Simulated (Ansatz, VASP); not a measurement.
# Yb: VASP beside Ansatz

```xyz
1
Lattice="0.0000 2.6478 2.6478 2.6478 0.0000 2.6478 2.6478 2.6478 0.0000" Properties=species:S:1:pos:R:3 pbc="T T T"
Yb    0.0000    0.0000    0.0000
```

Alike in both runs: task single point; functional RPBE; k mesh 17 × 17 × 17; occupations fermi-dirac, width 0.05 eV; collinear spin.

|  | VASP | Ansatz |
| --- | --- | --- |
| version | VASP 6.6.1 | Ansatz 0.2.0 |
| potentials or method | VASP PAW PBE potentials, release 64 (Yb), cutoff 520 eV | plane waves (420 eV) with PAW, scalar-relativistic |
| valence electrons in the cell | 24 | 24 |

Ansatz gave:

- pressure (GPa): 0.7
- net moment per atom (μB): 0.00

Problem. Which values does VASP return?

Solution. Pressure (GPa): 1.0; net moment per atom (μB): 0.00.

VASP's potentials were made for PBE, not for RPBE. With one functional, cell and mesh, what is left measures potentials, basis and numerics. Ansatz's warnings: given moment on shells, seeded moment not kept.

Neither program's run includes spin-orbit coupling.
